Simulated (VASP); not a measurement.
## Y: single point with LDA

Crystal: Y.

```
CELL_PARAMETERS angstrom
2.54320 0.00000 0.00000
-1.27160 2.20247 0.00000
0.00000 0.00000 4.33968
ATOMIC_POSITIONS crystal
Y 0.33333 0.66667 0.25000
Y 0.66667 0.33333 0.75000
```

```json
{
  "Program": "VASP 6.6.1",
  "Task": "single point",
  "Functional": "LDA",
  "Potentials or basis": "VASP PAW LDA potentials, release 64 (Y_sv)",
  "Cutoff": "520 eV",
  "k mesh": "17 × 17 × 9",
  "Occupations": "fermi-dirac, width 0.05 eV",
  "Spin": "no spin polarisation"
}
```

```json
{
 "Pressure": "161.4 GPa",
 "Band gap on the k mesh": "zero (band 11 reaches 11.92 eV, above the bottom of band 12 at 7.58 eV)"
}
```

Stress tensor (GPa, compression positive):
```
161.59   0.00   0.00
  0.00 161.59   0.00
  0.00   0.00 161.07
```

Levels at points of the mesh, in eV from the Fermi level:
```
           k point  band 9  band 10  band 11  band 12  band 13  band 14
(0.00, 0.00, 0.00)   -3.21    -2.50     0.94     2.00     2.00     3.47
```

It took 27 s on 1 thread of Intel(R) Xeon(R) 6975P-C (Granite Rapids), with other jobs on the host, peak memory 0.19 GiB.
